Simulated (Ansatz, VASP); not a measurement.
# Au in VASP and in Ansatz

```xyz
1
Lattice="0.0000 2.0213 2.0213 2.0213 0.0000 2.0213 2.0213 2.0213 0.0000" Properties=species:S:1:pos:R:3 pbc="T T T"
Au    0.0000    0.0000    0.0000
```

Alike in both runs: task single point; functional PBE0; k mesh 6 × 6 × 6; occupations fermi-dirac, width 0.05 eV; no spin polarisation.

|  | VASP | Ansatz |
| --- | --- | --- |
| version | VASP 6.6.1 | Ansatz 0.2.0 |
| potentials or method | VASP PAW PBE potentials, release 64 (Au) | Ansatz PAW |
| plane-wave cutoff (eV) | 520 | 420 |
| valence electrons in the cell | 11 | 19 |

```csv
,VASP,Ansatz,Ansatz less VASP
gap on the k mesh at the Fermi level (eV),none,none,-
pressure (GPa),12.7,12.9,+0.26
```

A gap of «none» marks a metal or a gap that the smearing closes. VASP's potentials hold 11 valence electrons a cell and Ansatz's 19, so a difference there can come from the potentials and not from the codes.

The k mesh is coarse, so the values compare programs but aren't converged. Neither program's run includes spin-orbit coupling.
